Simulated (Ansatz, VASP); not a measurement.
**Two plane-wave programs on Y**

File INCAR:

```
SYSTEM = Y
ALGO     = Fast           ! electronic algorithm
EDIFF    = 1E-6           ! SCF threshold, eV
ENCUT    = 520            ! plane-wave cutoff, eV
GGA      = PS             ! functional
ISIF     = 2              ! what is computed and relaxed
ISMEAR   = 0              ! smearing method
LASPH    = .TRUE.         ! aspherical terms in the spheres
LCHARG   = .FALSE.        ! write CHGCAR
LREAL    = .FALSE.        ! projectors in reciprocal space
LWAVE    = .FALSE.        ! write WAVECAR
NBANDS   = 12             ! bands
NELM     = 60             ! most SCF steps
PREC     = Accurate       ! precision mode
SIGMA    = 0.15           ! smearing width, eV
```

The input KPOINTS:

```
k-points
0
G
  16 16 16
  0 0 0
```

File POSCAR:

```
Y
1.0
    0.0000000000      2.4353000000      2.4353000000
    2.4850000000     -0.0497000000      2.4850000000
    2.4850000000      2.4850000000     -0.0497000000
Y
1
Direct
    0.0000000000      0.0000000000      0.0000000000
```

Input for Ansatz:

```yaml
crystal:
  lattice:
    - [0.0, 2.4353, 2.4353]
    - [2.485, -0.0497, 2.485]
    - [2.485, 2.485, -0.0497]
  atoms:
    - { symbol: "Y", position: [0.0, 0.0, 0.0] }
basis:
  ecutwfc: 420
kpoints:
  mp_grid: { grid: [16, 16, 16] }
hamiltonian:
  xc: pbesol
scf:
  occupations: { method: gaussian, width: 0.15 }
output:
  forces: true
  stress: true
  eigenvalues: true
```

Change from the starting cell: strain -0.0400 x Voigt [0, 0, 0, 1, 0, 0], atoms carried along.

Alike in both runs: task single point; functional PBEsol; k mesh 16 × 16 × 16; occupations gaussian, width 0.15 eV; no spin polarisation.

```csv
,VASP,Ansatz
version,VASP 6.6.1,Ansatz 0.2.0
potentials or method,"VASP PAW PBE potentials, release 64 (Y_sv), cutoff 520 eV","scalar-relativistic, plane waves, PAW"
valence electrons in the cell,11,11
```

|  | VASP | Ansatz | Ansatz less VASP |
| --- | --- | --- | --- |
| gap on the k mesh at the Fermi level (eV) | none | none | - |
| pressure (GPa) | 0.1 | 0.2 | +0.14 |
| traceless stress, the component that is largest in VASP (GPa) | 1.40 | 1.40 | -0.001 |

VASP's potentials were made for PBE, not for PBEsol. A gap of «none» marks a metal or a gap that the smearing closes.
